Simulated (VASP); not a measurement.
A run of VASP 6.6.1 is set up as follows.

Contents of INCAR:

```
ALGO = Normal ; EDIFF = 1E-6
EDIFFG = -0.005 ; ENCUT = 600
GGA = PS ; IBRION = 2
ISIF = 3 ; ISMEAR = -1
LASPH = True ; LCHARG = False
LREAL = False ; LWAVE = False
NELM = 80 ; NSW = 80
PREC = Accurate ; PSTRESS = 50.0
SIGMA = 0.05
```

KPOINTS

```
k-points
0
Gamma
  12 12 12
```

Contents of POSCAR:

```
Zn
1.0
   -1.5690370000      1.5690370000      1.5690370000
    1.5690370000     -1.5690370000      1.5690370000
    1.5690370000      1.5690370000     -1.5690370000
Zn
1
Direct
    0.0000000000      0.0000000000      0.0000000000
```

Potentials or basis: VASP PAW PBE potentials, release 64 (Zn).

The run is started by

```console
$ cat potpaw_PBE.64/Zn/POTCAR > POTCAR
$ mpirun -np 1 vasp_std > vasp.out
```

Q: Estimate the space group after relaxing (to 0.05 Å).

A: Im-3m (No. 229).

Q: What does it give for the band gap on the k mesh?

A: Zero (band 6 reaches 8.26 eV, above the bottom of band 7 at 3.12 eV).

Q: Predict the relaxed cell.

A: a = 2.605 Å, b = 2.605 Å, c = 2.605 Å, α = 109.47°, β = 109.47°, γ = 109.47°.

Q: What does it give for the relaxed volume?

A: 13.61 Å³/atom.

Final structure:
```xyz
1
Lattice="-1.5042 1.5042 1.5042 1.5042 -1.5042 1.5042 1.5042 1.5042 -1.5042" Properties=species:S:1:pos:R:3 pbc="T T T"
Zn    0.0000    0.0000    0.0000
```

Caveat: the cell is relaxed towards a set pressure, so the enthalpy falls and the energy may rise; the PAW data sets were made with another functional, which shifts forces and pressure a little.
